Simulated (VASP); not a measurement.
# LiMg3 in VASP: relaxation of the atoms with LDA

Aim: the relaxation of the atoms of LiMg3 with LDA.

Everything below comes from runs of VASP 6.6.1. Logs are shortened: lines on timing, memory, paths and dates and some standing lists are left out, and cuts for length are marked.

## (1) The cell of the first run

The cell holds a slab with vacuum, 8 atoms: a = 4.866 Å, b = 4.866 Å, c = 19.161 Å, α = 90.00°, β = 90.00°, γ = 90.00°.

## (2) Relaxation of the atoms, LDA

The input, INCAR:

```
SYSTEM = LiMg3
ALGO     = Normal         ! electronic algorithm
DIPOL    = 0.5 0.5 0.500
EDIFF    = 1E-7           ! SCF threshold, eV
EDIFFG   = -0.03          ! ionic threshold
ENCUT    = 520            ! plane-wave cutoff, eV
GGA      = CA             ! functional
IBRION   = 2              ! ionic algorithm
IDIPOL   = 3            
ISIF     = 2              ! what is computed and relaxed
ISMEAR   = 0              ! smearing method
LASPH    = .True.         ! aspherical terms in the spheres
LCHARG   = .False.        ! write CHGCAR
LDIPOL   = .True.       
LREAL    = .False.        ! projectors in reciprocal space
LWAVE    = .False.        ! write WAVECAR
NELM     = 80             ! most SCF steps
NSW      = 70             ! ionic steps
PREC     = Accurate       ! precision mode
SIGMA    = 0.1            ! smearing width, eV
```

The input, KPOINTS:

```
k-points
0
Gamma
  6 6 1
  0 0 0
```

The input, POSCAR:

```
LiMg3
1.0
    4.8660176781      0.0000000000      0.0000000000
    0.0000000000      4.8660176781      0.0000000000
    0.0000000000      0.0000000000     19.1611911463
Mg Li
6 2
Selective dynamics
Direct
    0.5000000000      0.0000000000      0.3653217562  F F F
    0.0000000000      0.5000000000      0.3653217562  F F F
    0.5000000000      0.5000000000      0.4551072521  F F F
    0.0000000000      0.5000000000      0.5448927479  T T T
    0.5000000000      0.0000000000      0.5448927479  T T T
    0.0000000000      0.0000000000      0.6346782438  T T T
    0.0000000000      0.0000000000      0.4551072521  F F F
    0.5000000000      0.5000000000      0.6346782438  T T T
```

Potentials or basis: VASP PAW LDA potentials, release 64 (Mg, Li_sv).

The run is started by

```console
> cat potpaw_LDA.64/Mg/POTCAR potpaw_LDA.64/Li_sv/POTCAR > POTCAR
> mpirun -np 1 vasp_std > vasp.out
```

OUTCAR:

```text
SYSTEM = LiMg3
   EDIFF = 1E-7
   EDIFFG = -0.03
   ENCUT = 520
   GGA = CA
   IBRION = 2
   ISIF = 2
   ISMEAR = 0
   LASPH = .True.
   LREAL = .False.
   NELM = 80
   NSW = 70
   PREC = Accurate

 ion  position               nearest neighbor table
   1  0.500  0.000  0.365-   3 2.98   7 2.98   3 2.98   7 2.98   5 3.44   2 3.44   2 3.44   2 3.44
                             2 3.44
   2  0.000  0.500  0.365-   3 2.98   7 2.98   7 2.98   3 2.98   4 3.44   1 3.44   1 3.44   1 3.44
                             1 3.44
   3  0.500  0.500  0.455-   4 2.98   5 2.98   5 2.98   4 2.98   1 2.98   1 2.98   2 2.98   2 2.98

   4  0.000  0.500  0.545-   3 2.98   7 2.98   7 2.98   3 2.98   6 2.98   6 2.98   8 2.98   8 2.98
                             2 3.44   5 3.44   5 3.44   5 3.44   5 3.44
   5  0.500  0.000  0.545-   3 2.98   7 2.98   3 2.98   7 2.98   6 2.98   8 2.98   6 2.98   8 2.98
                             1 3.44   4 3.44   4 3.44   4 3.44   4 3.44
   6  0.000  0.000  0.635-   4 2.98   5 2.98   4 2.98   5 2.98
   7  0.000  0.000  0.455-   4 2.98   5 2.98   4 2.98   5 2.98   2 2.98   1 2.98   1 2.98   2 2.98

   8  0.500  0.500  0.635-   4 2.98   5 2.98   5 2.98   4 2.98

  LATTYP: Found a simple tetragonal cell.
 ALAT       =     4.8660176781
 C/A-ratio  =     3.9377561723

  Lattice vectors:

 A1 = (   4.8660176781,   0.0000000000,   0.0000000000)
 A2 = (   0.0000000000,   4.8660176781,   0.0000000000)
 A3 = (   0.0000000000,   0.0000000000,  19.1611911463)

Analysis of symmetry for initial positions (statically):
=====================================================================
 Subroutine PRICEL returns:
 Original cell was already a primitive cell.

 Routine SETGRP: Setting up the symmetry group for a
 simple tetragonal supercell.

 Subroutine GETGRP returns: Found  8 space group operations
 (whereof  8 operations were pure point group operations)
 out of a pool of 16 trial point group operations.

The static configuration has the point symmetry C_4v.

Analysis of symmetry for dynamics (positions and initial velocities):
=====================================================================
 Subroutine PRICEL returns:
 Original cell was already a primitive cell.

 Routine SETGRP: Setting up the symmetry group for a
 simple tetragonal supercell.

 Subroutine GETGRP returns: Found  8 space group operations
 (whereof  8 operations were pure point group operations)
 out of a pool of 16 trial point group operations.

The dynamic configuration has the point symmetry C_4v.

Analysis of constrained symmetry for selective dynamics:
=====================================================================
 Subroutine PRICEL returns:
 Original cell was already a primitive cell.

 Routine SETGRP: Setting up the symmetry group for a
 simple tetragonal supercell.

 Subroutine GETGRP returns: Found  8 space group operations
 (whereof  8 operations were pure point group operations)
 out of a pool of 16 trial point group operations.

The constrained configuration has the point symmetry C_4v.

 Subroutine INISYM returns: Found  8 space group operations
 (whereof  8 operations are pure point group operations),
 and found     1 'primitive' translations

----------------------------------------------------------------------------------------

                                     Primitive cell

  volume of cell :     453.7011

  direct lattice vectors                    reciprocal lattice vectors
     4.866017678  0.000000000  0.000000000     0.205506857  0.000000000  0.000000000
     0.000000000  4.866017678  0.000000000     0.000000000  0.205506857  0.000000000
     0.000000000  0.000000000 19.161191146     0.000000000  0.000000000  0.052188822

  length of vectors
     4.866017678  4.866017678 19.161191146     0.205506857  0.205506857  0.052188822

  position of ions in fractional coordinates (direct lattice)
     0.500000000  0.000000000  0.365321756
     0.000000000  0.500000000  0.365321756
     0.500000000  0.500000000  0.455107252
     0.000000000  0.500000000  0.544892748
     0.500000000  0.000000000  0.544892748
     0.000000000  0.000000000  0.634678244
     0.000000000  0.000000000  0.455107252
     0.500000000  0.500000000  0.634678244

  ion indices of the primitive-cell ions
   primitive index   ion index
                 1           1
                 2           2
                 3           3
                 4           4
                 5           5
                 6           6
                 7           7
                 8           8

----------------------------------------------------------------------------------------

 KPOINTS: k-points

Automatic generation of k-mesh.
 Grid dimensions read from file:
 generate k-points for:    6    6    1

 Generating k-lattice:

  Cartesian coordinates                     Fractional coordinates (reciprocal lattice)
     0.034251143  0.000000000  0.000000000     0.166666667  0.000000000  0.000000000
     0.000000000  0.034251143  0.000000000     0.000000000  0.166666667  0.000000000
     0.000000000  0.000000000  0.052188822     0.000000000  0.000000000  1.000000000

  Length of vectors
     0.034251143  0.034251143  0.052188822

  Shift w.r.t. Gamma in fractional coordinates (k-lattice)
     0.000000000  0.000000000  0.000000000

 Subroutine IBZKPT returns following result:
 ===========================================

 Found     10 irreducible k-points:

 Following reciprocal coordinates:
            Coordinates               Weight
  0.000000  0.000000  0.000000      1.000000
  0.166667  0.000000  0.000000      4.000000
  0.333333  0.000000  0.000000      4.000000
  0.500000  0.000000  0.000000      2.000000
  0.166667  0.166667  0.000000      4.000000
  0.333333  0.166667  0.000000      8.000000
  0.500000  0.166667  0.000000      4.000000
  0.333333  0.333333  0.000000      4.000000
  0.500000  0.333333  0.000000      4.000000
  0.500000  0.500000  0.000000      1.000000
   k-points           NKPTS =     10   k-points in BZ     NKDIM =     10   number of bands    NBANDS=     14
   number of dos      NEDOS =    301   number of ions     NIONS =      8
   total plane-waves  NPLWV = 186624
   dimension x,y,z NGX =    36 NGY =   36 NGZ =  144
   dimension x,y,z NGXF=    72 NGYF=   72 NGZF=  288
   ions per type =               6   2
   NGX,Y,Z   is equivalent  to a cutoff of  12.30, 12.30, 12.49 a.u.
   NGXF,Y,Z  is equivalent  to a cutoff of  24.60, 24.60, 24.99 a.u.
 SYSTEM =  LiMg3
   PREC   = accura    normal or accurate (medium, high low for compatibility)
   ISTART =      0    job   : 0-new  1-cont  2-samecut
   ICHARG =      2    charge: 1-file 2-atom 10-const
   ISPIN  =      1    spin polarized calculation?
   LNONCOLLINEAR =      F non collinear calculations
   LSORBIT =      F    spin-orbit coupling
   LASPH  =      T    aspherical Exc in radial PAW
   ENCUT  =  520.0 eV  38.22 Ry    6.18 a.u.   9.05  9.05 35.63*2*pi/ulx,y,z
   NELM   =     80;   NELMIN=  2; NELMDL= -5     # of ELM steps
   EDIFF  = 0.1E-06   stopping-criterion for ELM
   LREAL  =      F    real-space projection
   EDIFFG = -.3E-01   stopping-criterion for IOM
   NSW    =     70    number of steps for IOM
   IBRION =      2    ionic relax: 0-MD 1-quasi-New 2-CG
   NFREE  =      1    steps in history (QN), initial steepest desc. (CG)
   ISIF   =      2    stress and relaxation
   ISYM   =      2    0-nonsym 1-usesym 2-fastsym
   POTIM  = 0.5000    time-step for ionic-motion
   TEBEG  =    0.0;   TEEND  =   0.0 temperature during run
   PSTRESS=    0.0 pullay stress
   NELECT =      18.0000    total number of electrons
   NUPDOWN=      -1.0000    fix difference up-down
   EMIN   =  10.00;   EMAX   =-10.00  energy-range for DOS
   EFERMI =   0.00;   METHOD = LEGACY
   ISMEAR =     0;   SIGMA  =   0.10  broadening in eV -4-tet -1-fermi 0-gaus
   EFERMI_NEDOS =   21; number of points for ismear=-14 and -15
   IALGO  =     38    algorithm
   IMIX   =      4    mixing-type and parameters
     AMIX     =   0.40;   BMIX     =  1.00
     AMIX_MAG =   1.60;   BMIX_MAG =  1.00
  volume/ion in A,a.u.               =      56.71       382.72
  Fermi-wavevector in a.u.,A,eV,Ry     =   0.558353  1.055135  4.241730  0.311758
  Thomas-Fermi vector in A             =   1.593340
   LORBIT       =      0    0 simple, 1 ext, 2 COOP (PROOUT), +10 PAW based schemes
   GGA     = CA    functional components
   LHFCALC =     F    Hartree Fock is set to
   AEXX    =    0.0000 exact exchange contribution
   IVDW    =     0    specifies the selected vdW correction
   LEPSILON=     F    determine dielectric tensor
   LRPA    =     F    only Hartree local field effects (RPA)
 conjugate gradient relaxation of ions
 non-spin polarized calculation
 Gauss-broadening in eV      SIGMA  =   0.10
  energy-cutoff  :      520.00
  volume of cell :      453.70
 maximum number of plane-waves:     12296
   NGX = 19   NGY = 19   NGZ = 71

 dipolmoment           0.000000      0.000000      0.005288 electrons x Angstroem

--------------------------------------- Ionic step        1  -------------------------------------------

 number of electron      17.9999995 magnetization

 Free energy of the ion-electron system (eV)
  ---------------------------------------------------
  ext. energy  EPLUGINS =         0.00000000
  ---------------------------------------------------
  free energy    TOTEN  =       -12.87048914 eV

  energy without entropy =      -12.85276108  energy(sigma->0) =      -12.86162511

------------------------ aborting loop because EDIFF is reached ----------------------------------------

  FORCE on cell =-STRESS in cart. coord.  units (eV):
  Direction    XX          YY          ZZ          XY          YZ          ZX
  --------------------------------------------------------------------------------------
  -------------------------------------------------------------------------------------
  Total       -2.6846765     -2.6846765     -0.0577727      0.0000000      0.0000000      0.0000000
  in kB       -9.4805311     -9.4805311     -0.2040157      0.0000000      0.0000000      0.0000000
  external PRESSURE =      -6.3883593 kB  Pullay stress =       0.0000000 kB
[... 111 lines left out ...]
  energy  without entropy=      -12.8532611757  energy(sigma->0) =      -12.86203527

--------------------------------------- Ionic step        4  -------------------------------------------

 number of electron      17.9999991 magnetization

 dipolmoment           0.000000      0.000000     -0.019952 electrons x Angstroem

 Free energy of the ion-electron system (eV)
  ---------------------------------------------------
  ext. energy  EPLUGINS =         0.00000000
  ---------------------------------------------------
  free energy    TOTEN  =       -12.87110430 eV

  energy without entropy =      -12.85382121  energy(sigma->0) =      -12.86246276

 E-fermi :  -1.2123     XC(G=0):  -4.1668

 val. band max:       -1.2920599644   @ k =   0.1667   0.0000   0.0000
 cond. band min:      -1.2047172512   @ k =   0.3333   0.0000   0.0000
 fundamental gap:      0.0873427132
 Fermi energy:        -1.2123384575

 k-point     1 :       0.0000    0.0000    0.0000
  band No.  band energies     occupation
      1     -47.4492      2.00000
      2     -46.6286      2.00000
      3      -7.2928      2.00000
      4      -5.8041      2.00000
      5      -3.5734      2.00000
      6      -1.8535      2.00000
      7      -1.8535      2.00000
      8      -1.4825      1.99987
      9      -1.1049      0.12866
     10      -0.3533      0.00000
     11      -0.3533      0.00000
     12      -0.2073      0.00000
     13       0.4368      0.00000
     14       0.7230      0.00000
[... 138 lines left out ...]
  band No.  band energies     occupation
      1     -47.4492      2.00000
      2     -46.6286      2.00000
      3      -4.5568      2.00000
      4      -4.5568      2.00000
      5      -4.4344      2.00000
      6      -3.9811      2.00000
      7      -2.9238      2.00000
      8      -2.9238      2.00000
      9      -2.5054      2.00000
     10      -2.3353      2.00000
     11      -0.8095      0.00000
     12      -0.8095      0.00000
     13      -0.6070      0.00000
     14       0.3379      0.00000

------------------------ aborting loop because EDIFF is reached ----------------------------------------

 vacuum level on the upper side and lower side of the slab       (xc-potential included)        -0.259        -0.105

  FORCE on cell =-STRESS in cart. coord.  units (eV):
  Direction    XX          YY          ZZ          XY          YZ          ZX
  --------------------------------------------------------------------------------------
  -------------------------------------------------------------------------------------
  Total       -2.7229729     -2.7229729     -0.0908556      0.0000000      0.0000000      0.0000000
  in kB       -9.6157694     -9.6157694     -0.3208430      0.0000000      0.0000000      0.0000000
  external PRESSURE =      -6.5174606 kB  Pullay stress =       0.0000000 kB

 VOLUME and BASIS-vectors are now :
 -----------------------------------------------------------------------------
  energy-cutoff  :      520.00
  volume of cell :      453.70
      direct lattice vectors                 reciprocal lattice vectors
     4.866017678  0.000000000  0.000000000     0.205506857  0.000000000  0.000000000
     0.000000000  4.866017678  0.000000000     0.000000000  0.205506857  0.000000000
     0.000000000  0.000000000 19.161191146     0.000000000  0.000000000  0.052188822
[... 14 lines left out ...]
  FREE ENERGIE OF THE ION-ELECTRON SYSTEM (eV)
  ---------------------------------------------------
  free  energy   TOTEN  =       -12.8711042998 eV

  energy  without entropy=      -12.8538212141  energy(sigma->0) =      -12.86246276

 reached required accuracy - stopping structural energy minimisation

 vacuum level on the upper side and lower side of the slab         1.999         2.159
```

It took 2.9 min on 1 thread of AMD EPYC 7R13 (Zen 3), shared host; peak memory 0.33 GiB.

What came out:

| Quantity | Value |
| --- | --- |
| Free energy | -12.8711 eV |
| Energy gained by relaxing | 0.1 meV/atom |
| Ionic steps | 4 |
| Band gap on the k mesh | zero (bands 9 and 10 overlap by 1.90 eV) |

The path:
```csv
step,energy change (eV),largest force on free atoms (eV/Å),pressure (GPa)
1,0.0000,0.0425,-0.64
2,-0.0001,0.0399,-0.64
3,-0.0003,0.0327,-0.64
4,-0.0006,0.0191,-0.65
```

Final structure:
```xyz
8
Lattice="4.8660 0.0000 0.0000 0.0000 4.8660 0.0000 0.0000 0.0000 19.1612" Properties=species:S:1:pos:R:3 pbc="T T T"
Mg    2.4330    0.0000    7.0000
Mg    0.0000    2.4330    7.0000
Mg    2.4330    2.4330    8.7204
Mg    0.0000    2.4330   10.4373
Mg    2.4330    4.8660   10.4373
Mg    0.0000    4.8660   12.1634
Li    0.0000    0.0000    8.7204
Li    2.4330    2.4330   12.1817
```

Caveat: the cutoff is under 1.25 times the usual one of these potentials, so pressure, stress and relaxed cells hold a basis-set (Pulay) error.

The gap in the log of VASP goes by the Fermi energy; the results here count the filled bands.